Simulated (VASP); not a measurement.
Wanted: the native input for a VASP 6.6.1 run.

* Task: single point
* Functional: PBE
* Dispersion: D3(BJ)
* Potentials or basis: VASP PAW PBE potentials, release 64 (Te, Mo_sv)
* Cutoff: 520 eV
* k mesh: 9 × 9 × 2
* Occupations: gaussian, width 0.02 eV
* Spin: no spin polarisation
* Dipole correction: no
* Further INCAR settings: ALGO = Normal; EDIFF = 1e-06; NBANDS = 35

The structure of Te2Mo lies in POSCAR:

```
Te2Mo
1.0
    3.5326361695      0.0000000000      0.0000000000
   -1.7663180847      3.0593526651      0.0000000000
    0.0000000000      0.0000000000     14.2272066463
Te Mo
4 2
Direct
    0.3333333333      0.6666666667      0.6226454433
    0.6666666667      0.3333333333      0.1226454433
    0.3333333333      0.6666666667      0.8773545567
    0.6666666667      0.3333333333      0.3773545567
    0.3333333333      0.6666666667      0.2500000000
    0.6666666667      0.3333333333      0.7500000000
```

This cell differs from its parent crystal: volume scaled by 1.06, then relaxed in part.

One way to write it, as run:

INCAR

```
ALGO = Normal ; EDIFF = 1E-6
ENCUT = 520 ; GGA = PE
ISIF = 2 ; ISMEAR = 0
IVDW = 12 ; LASPH = True
LCHARG = False ; LREAL = False
LWAVE = False ; NBANDS = 35
NELM = 100 ; PREC = Accurate
SIGMA = 0.02
```

KPOINTS

```
k-points
0
Gamma
  9 9 2
```

Potentials or basis: VASP PAW PBE potentials, release 64 (Te, Mo_sv).

Run with:

```sh
$ cat potpaw_PBE.64/Te/POTCAR potpaw_PBE.64/Mo_sv/POTCAR > POTCAR
$ mpirun -np 1 vasp_std > vasp.out
```

It gave:

- Pressure: -1.9 GPa
- Largest force: 0.014 eV/Å
- Band gap on the k mesh: 0.86 eV, indirect (least direct gap 1.04 eV)
- Dispersion energy per atom: -0.523 eV

Caveat: spin-orbit coupling is left out, which moves the levels of the heavy elements.

Wall time 85 s on 1 thread of Intel(R) Xeon(R) 6975P-C (Granite Rapids) (shared host), peak memory 0.33 GiB.
